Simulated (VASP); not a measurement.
## Yb: single point with LDA

The system is Yb.

```xyz
1
Lattice="0.0000 2.4570 2.4570 2.4570 0.0000 2.4570 2.4570 2.4570 0.0000" Properties=species:S:1:pos:R:3 pbc="T T T"
Yb    0.0000    0.0000    0.0000
```

* Program: VASP 6.6.1
* Task: single point
* Functional: LDA
* Potentials or basis: VASP PAW PBE potentials, release 64 (Yb)
* Cutoff: 520 eV
* k mesh: 11 × 11 × 11
* Occupations: gaussian, width 0.03 eV
* Spin: no spin polarisation

```yaml
Pressure: -0.1 GPa
Band_gap_on_the_k_mesh: zero (bands 12 and 13 overlap by 0.14 eV)
```

Levels at points of the mesh, in eV from the Fermi level:
```tsv
k point	band 9	band 10	band 11	band 12	band 13	band 14	band 15	band 16
(0.00, 0.00, 0.00)	-0.41	-0.26	-0.26	-0.26	2.99	2.99	2.99	5.56
```

It took 29 s on 1 thread of AMD EPYC 9R45 96-Core Processor (Zen 5), with other jobs on the host, peak memory 0.14 GiB.

Caveat: the PAW data sets were made with another functional, which shifts forces and pressure a little; spin-orbit coupling is left out, which moves the levels of the heavy elements. Spin polarisation is off, so any magnetic state and its effect on volume and gap are missing.
